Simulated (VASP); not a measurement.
A run of VASP 6.6.1 is set up as follows.

The input INCAR:

```
  PREC = Accurate
  ENCUT = 520
  EDIFF = 1E-6
  ISMEAR = 0
  SIGMA = 0.1
  LREAL = F
  LASPH = T
  NELM = 80
  ALGO = Normal
  ISIF = 2
  LWAVE = F
  LCHARG = F
  LDIPOL = T
  IDIPOL = 3
  DIPOL = 0.5 0.5 0.381
  GGA = PE
  IVDW = 12
  NBANDS = 36
```

Contents of KPOINTS:

```
regular mesh
0
Gamma
  9 9 1
```

The input POSCAR:

```
Ge
1.0
    4.0226895460      0.0000000000      0.0000000000
   -2.0113447730      3.4837513384      0.0000000000
    0.0000000000      0.0000000000     18.8685220369
Ge
4
Direct
    0.3333333333      0.6666666667      0.2747571330
    0.6666666667      0.3333333333      0.2384924474
    0.6666666667      0.3333333333      0.5240750716
    1.0000000000      0.0000000000      0.4878103860
```

Potentials or basis: VASP PAW PBE potentials, release 64 (Ge_d).

Launch:

```bash
$ cat potpaw_PBE.64/Ge_d/POTCAR > POTCAR
$ mpirun -np 1 vasp_std > vasp.out
```

(1) What does it give for the dispersion energy per atom?

(2) What does it give for the band gap on the k mesh?

Answers

(1) -0.196 eV.

(2) zero (filled and empty bands touch).
